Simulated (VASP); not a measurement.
# BN (Cm) in VASP: further runs, part 2 of 2

VASP 6.6.1.

## Step 4: Single point, PBE

This run uses another cell than the first one, of the same volume but with other edges.

INCAR reads:

```
PREC = Accurate ; ENCUT = 520
EDIFF = 1E-6 ; ISMEAR = 0
SIGMA = 0.05 ; LREAL = F
LASPH = T ; NELM = 100
ALGO = Normal ; ISIF = 2
LWAVE = F ; LCHARG = T
GGA = PE ; LELF = T
LVHAR = T ; NBANDS = 36
```

KPOINTS reads:

```
Automatic mesh
0
Gamma
  10 10 2
```

POSCAR reads:

```
BN
1.0
   -2.5545800960      0.0000000000      0.0000000000
   -1.2772900480     -2.2123312592      0.0000000000
   -3.1930973910     -1.8435356383     12.6735436055
B N
6 6
Direct
    0.6146532321      0.6146532321      0.0624186182
    0.3368865654      0.3368865654      0.3957519516
    0.0591198988      0.0591198988      0.7290852849
   -0.4130967679     -0.4130967679      0.8957519516
    0.1424365654      0.1424365654      0.2290852849
   -0.1353301012     -0.1353301012      0.5624186182
   -0.1145921221     -0.1145921221      0.9375480484
    0.4409412112      0.4409412112      0.2708813818
    0.1631745446      0.1631745446      0.6042147151
   -0.3090421221     -0.3090421221      0.7708813818
    0.2464912112      0.2464912112      0.1042147151
   -0.0312754554     -0.0312754554      0.4375480484
```

Potentials or basis: VASP PAW PBE potentials, release 64 (B, N).

Run with:

```bash
$ cat potpaw_PBE.64/B/POTCAR potpaw_PBE.64/N/POTCAR > POTCAR
$ mpirun -np 1 vasp_std > vasp.out
```

OUTCAR:

```text
PREC = Accurate
   ENCUT = 520
   EDIFF = 1E-6
   ISMEAR = 0
   LREAL = F
   LASPH = T
   NELM = 100
   ISIF = 2
   GGA = PE

 ion  position               nearest neighbor table
   1  0.615  0.615  0.062-  11 1.57  11 1.57  11 1.57   7 1.75
   2  0.337  0.337  0.396-  12 1.57  12 1.57  12 1.57   8 1.58
   3  0.059  0.059  0.729-  10 1.57  10 1.57  10 1.57   9 1.58
   4  0.587  0.587  0.896-   7 1.57   7 1.57   7 1.57  10 1.58
   5  0.142  0.142  0.229-   8 1.57   8 1.57   8 1.57  11 1.58
   6  0.865  0.865  0.562-   9 1.57   9 1.57   9 1.57  12 1.58
   7  0.885  0.885  0.938-   4 1.57   4 1.57   4 1.57   1 1.75
   8  0.441  0.441  0.271-   5 1.57   5 1.57   5 1.57   2 1.58
   9  0.163  0.163  0.604-   6 1.57   6 1.57   6 1.57   3 1.58
  10  0.691  0.691  0.771-   3 1.57   3 1.57   3 1.57   4 1.58
  11  0.246  0.246  0.104-   1 1.57   1 1.57   1 1.57   5 1.58
  12  0.969  0.969  0.438-   2 1.57   2 1.57   2 1.57   6 1.58

  LATTYP: Found a base centered monoclinic cell.
 ALAT       =     4.4246625183
 B/A-ratio  =     0.5773502692
 C/A-ratio  =     2.8691429125
 COS(beta)  =    -0.0581009748
[... 207 lines left out ...]

 k-point     1 :       0.0000    0.0000    0.0000
  band No.  band energies     occupation
      1     -12.8677      2.00000
      2     -12.2216      2.00000
      3     -12.1096      2.00000
      4     -10.4079      2.00000
      5     -10.2887      2.00000
      6      -8.6925      2.00000
[... 925 lines left out ...]
     35      18.9796      0.00000
     36      19.3761      0.00000

 [... further k-points ...]
[... 5 lines left out ...]
  --------------------------------------------------------------------------------------
  -------------------------------------------------------------------------------------
  Total       -1.9198003      0.2290498      1.6945875     -1.8609588     -2.6554640     -4.5993989
  in kB      -42.9436439      5.1235710     37.9059018    -41.6274292    -59.3995632   -102.8830700
  external PRESSURE =       0.0286097 kB  Pullay stress =       0.0000000 kB

 VOLUME and BASIS-vectors are now :
 -----------------------------------------------------------------------------
  energy-cutoff  :      520.00
  volume of cell :       71.63
      direct lattice vectors                 reciprocal lattice vectors
    -2.554580096  0.000000000  0.000000000    -0.391453766  0.226005937 -0.065751145
    -1.277290048 -2.212331259  0.000000000     0.000000000 -0.452011875 -0.065751145
    -3.193097391 -1.843535638 12.673543606     0.000000000  0.000000000  0.078904530

 POSITION                                       TOTAL-FORCE (eV/Angst)
 -----------------------------------------------------------------------------------
     -2.55458     -1.47489      0.79107        -2.570322     -1.483976      0.280638
     -2.55458     -1.47489      5.01558         0.003674      0.002121      0.106489
     -2.55458     -1.47489      9.24009         0.021116      0.012191      0.122523
     -5.10916     -2.94978     11.35235         0.385884      0.222790      0.010730
     -1.27729     -0.73744      2.90332        -0.059771     -0.034509      0.174317
     -5.10916     -2.94978      7.12784         0.001233      0.000712      0.104683
     -6.38645     -3.68722     11.88206         2.004491      1.157293     -0.339696
     -2.55458     -1.47489      3.43303         0.005574      0.003218     -0.094368
     -2.55458     -1.47489      7.65754         0.002515      0.001452     -0.109995
     -5.10916     -2.94978      9.76980         0.119415      0.068945     -0.247849
     -1.27729     -0.73744      1.32077         0.086735      0.050077      0.097286
     -5.10916     -2.94978      5.54528        -0.000545     -0.000314     -0.104758
 -----------------------------------------------------------------------------------
    total drift:                               -0.000004     -0.000003      0.000555

  FREE ENERGIE OF THE ION-ELECTRON SYSTEM (eV)
  ---------------------------------------------------
  free  energy   TOTEN  =      -103.1795433530 eV

  energy  without entropy=     -103.1795433530  energy(sigma->0) =     -103.17954335
```

OSZICAR:

```text
N       E                     dE             d eps       ncg     rms          rms(c)
DAV:   1     0.174360747264E+03    0.17436E+03   -0.25427E+04  4464   0.131E+03
DAV:   2    -0.986419620250E+02   -0.27300E+03   -0.25969E+03  5696   0.299E+02
DAV:   3    -0.108829895301E+03   -0.10188E+02   -0.10133E+02  5912   0.563E+01
DAV:   4    -0.108915498631E+03   -0.85603E-01   -0.85466E-01  5768   0.537E+00
DAV:   5    -0.108916639437E+03   -0.11408E-02   -0.11400E-02  5812   0.576E-01    0.163E+01
DAV:   6    -0.103634185410E+03    0.52825E+01   -0.14359E+01  5500   0.183E+01    0.765E+00
DAV:   7    -0.103263830659E+03    0.37035E+00   -0.82831E-01  5868   0.500E+00    0.468E+00
DAV:   8    -0.103185514542E+03    0.78316E-01   -0.24409E-01  5172   0.270E+00    0.549E-01
DAV:   9    -0.103179053087E+03    0.64615E-02   -0.16463E-02  5792   0.754E-01    0.221E-01
DAV:  10    -0.103179415224E+03   -0.36214E-03   -0.21301E-03  5628   0.264E-01    0.102E-01
DAV:  11    -0.103179523254E+03   -0.10803E-03   -0.44220E-04  5500   0.116E-01    0.223E-02
DAV:  12    -0.103179536915E+03   -0.13660E-04   -0.27078E-05  5912   0.376E-02    0.136E-02
DAV:  13    -0.103179542853E+03   -0.59386E-05   -0.10321E-05  5600   0.209E-02    0.370E-03
DAV:  14    -0.103179543353E+03   -0.49963E-06   -0.12734E-06  3816   0.748E-03
   1 F= -.10317954E+03 E0= -.10317954E+03  d E =-.127225E-16
```

stdout:

```text
POSCAR found type information on POSCAR B N
 POSCAR found :  2 types and      12 ions
 scaLAPACK will be used
 LDA part: xc-table for (Slater+PW92), standard interpolation
 POSCAR, INCAR and KPOINTS ok, starting setup
 FFT: planning ... GRIDC
 FFT: planning ... GRID_SOFT
 FFT: planning ... GRID
 WAVECAR not read
 entering main loop
```

It took 74 s on 1 thread of Intel Xeon 6975P-C (Granite Rapids), shared host; peak memory 0.25 GiB.

Results:

```
Free energy            : -103.1795 eV
Pressure               : 0.0 GPa
Largest force          : 2.981 eV/Å
Band gap on the k mesh : 3.72 eV, indirect (least direct gap 5.65 eV)
```

Forces in eV/Å, atoms in the order of the input:
```
B   -2.570 -1.484  0.281
B    0.004  0.002  0.106
B    0.021  0.012  0.123
B    0.386  0.223  0.011
B   -0.060 -0.035  0.174
B    0.001  0.001  0.105
N    2.004  1.157 -0.340
N    0.006  0.003 -0.094
N    0.003  0.001 -0.110
N    0.119  0.069 -0.248
N    0.087  0.050  0.097
N   -0.001  0.000 -0.105
```

Levels at points of the mesh, in eV from the valence-band top:
| k point | band 21 | band 22 | band 23 | band 24 | band 25 | band 26 | band 27 | band 28 |
| --- | --- | --- | --- | --- | --- | --- | --- | --- |
| (0.00, 0.00, 0.00) | -0.58 | -0.27 | -0.06 | 0.00 | 6.97 | 8.00 | 8.31 | 8.48 |
| (0.50, 0.00, 0.00) | -3.55 | -3.07 | -2.41 | -2.31 | 5.22 | 6.48 | 6.54 | 6.71 |
| (0.50, 0.50, 0.00) | -3.18 | -3.05 | -2.20 | -1.93 | 3.72 | 6.46 | 6.54 | 6.71 |
| (0.00, 0.00, 0.50) | -0.49 | -0.39 | -0.16 | -0.13 | 6.98 | 8.07 | 8.33 | 8.46 |
| (0.50, 0.00, 0.50) | -3.40 | -2.94 | -2.55 | -2.18 | 5.19 | 6.47 | 6.61 | 6.72 |
| (0.50, 0.50, 0.50) | -3.74 | -2.58 | -2.36 | -2.05 | 3.80 | 6.47 | 6.60 | 6.77 |

Caveat: forces of over 1 eV/Å act on the atoms, so gaps and moduli don't describe the material at rest. A k mesh can miss the band edges.

## Step 5: Single point, PBE

INCAR reads:

```
SYSTEM = BN
PREC = Accurate
ENCUT = 520
EDIFF = 1E-7
ISMEAR = 0
SIGMA = 0.05
LREAL = .FALSE.
LASPH = .TRUE.
NELM = 80
ALGO = Normal
ISIF = 2
LWAVE = .FALSE.
LCHARG = .TRUE.
GGA = PE
LELF = .TRUE.
LVHAR = .TRUE.
NBANDS = 36
```

KPOINTS reads:

```
Automatic mesh
0
G
  10 10 2
  0 0 0
```

POSCAR reads:

```
BN
1.0
   -2.5545800960      0.0000000000      0.0000000000
   -1.2772900480     -2.2123312592      0.0000000000
   -0.3191947830     -0.1842871939     12.6735436055
B N
6 6
Direct
    0.6614671958      0.6614671958      0.0624186182
    0.6337005291      0.6337005291      0.3957519516
    0.6059338624      0.6059338624      0.7290852849
    0.2587171958      0.2587171958      0.8957519516
    0.3142505291      0.3142505291      0.2290852849
    0.2864838624      0.2864838624      0.5624186182
    0.5885689142      0.5885689142      0.9375480484
    0.6441022476      0.6441022476      0.2708813818
    0.6163355809      0.6163355809      0.6042147151
    0.2691189142      0.2691189142      0.7708813818
    0.3246522476      0.3246522476      0.1042147151
    0.2968855809      0.2968855809      0.4375480484
```

Run with:

```bash
$ cat potpaw_PBE.64/B/POTCAR potpaw_PBE.64/N/POTCAR > POTCAR
$ mpirun -np 1 vasp_std > vasp.out
```

Run time: 73 s. Hardware: 1 thread of Intel Xeon 6975P-C (Granite Rapids), shared host; peak memory 0.24 GiB.

Results (log left out):

```
Free energy            : -104.0915 eV
Pressure               : 0.2 GPa
Largest force          : 2.091 eV/Å
Band gap on the k mesh : 5.16 eV, indirect (least direct gap 7.84 eV)
```

Forces in eV/Å, atoms in the order of the input:
```
B    1.520  0.878 -0.060
B    0.003  0.002  0.033
B   -0.017 -0.010  0.034
B    0.005  0.003 -0.002
B    0.128  0.074  0.069
B   -0.001  0.000  0.032
N   -1.810 -1.045 -0.084
N    0.009  0.005 -0.030
N   -0.002 -0.001 -0.034
N   -0.100 -0.058 -0.069
N    0.263  0.152  0.141
N    0.001  0.001 -0.032
```

Stress tensor (GPa, compression positive):
```
-0.46  0.00  8.42
 0.00 -0.46  4.86
 8.42  4.86  1.45
```

Levels at points of the mesh, in eV from the valence-band top:
| k point | band 21 | band 22 | band 23 | band 24 | band 25 | band 26 | band 27 | band 28 |
| --- | --- | --- | --- | --- | --- | --- | --- | --- |
| (0.00, 0.00, 0.00) | -0.71 | -0.35 | -0.19 | 0.00 | 7.84 | 8.28 | 8.40 | 8.66 |
| (0.50, 0.00, 0.00) | -3.37 | -3.09 | -2.84 | -2.20 | 5.92 | 6.37 | 6.56 | 6.68 |
| (0.50, 0.50, 0.00) | -3.16 | -3.11 | -2.87 | -2.24 | 5.97 | 6.44 | 6.60 | 6.63 |
| (0.00, 0.00, 0.50) | -0.45 | -0.32 | -0.28 | -0.22 | 7.90 | 8.36 | 8.39 | 8.59 |
| (0.50, 0.00, 0.50) | -3.77 | -3.36 | -2.49 | -2.40 | 6.08 | 6.43 | 6.61 | 6.70 |
| (0.50, 0.50, 0.50) | -3.71 | -3.01 | -2.54 | -2.46 | 6.05 | 6.44 | 6.56 | 6.66 |

Caveat: forces of over 1 eV/Å act on the atoms, so gaps and moduli don't describe the material at rest. A k mesh can miss the band edges.

## Step 6: Overview

| cell | gap on the mesh (eV) | pressure (GPa) | largest force (eV/Å) |
| --- | --- | --- | --- |
| a = 2.555, b = 2.555, c = 12.695 Å, angles 87.1, 87.1, 60.0°, 12 atoms | 4.51 | 0.8 | 4.10 |
| a = 2.555, b = 2.555, c = 12.865 Å, angles 81.4, 81.4, 60.0°, 12 atoms | 2.66 | 1.5 | 2.71 |
| a = 2.555, b = 2.555, c = 13.199 Å, angles 76.0, 76.0, 60.0°, 12 atoms | 3.72 | 0.0 | 2.98 |
| a = 2.555, b = 2.555, c = 12.679 Å, angles 88.6, 88.6, 60.0°, 12 atoms | 5.16 | 0.2 | 2.09 |

Alike in all rows: task single point; level PBE; potentials or basis VASP PAW PBE potentials, release 64 (B, N); no spin polarisation; k mesh 10 × 10 × 2; cutoff (eV) 520; smearing gaussian 0.05 eV.

Caveats: forces of over 1 eV/Å act on the atoms, so gaps and moduli don't describe the material at rest.

Absolute energies hang on the potentials; compare differences alone.
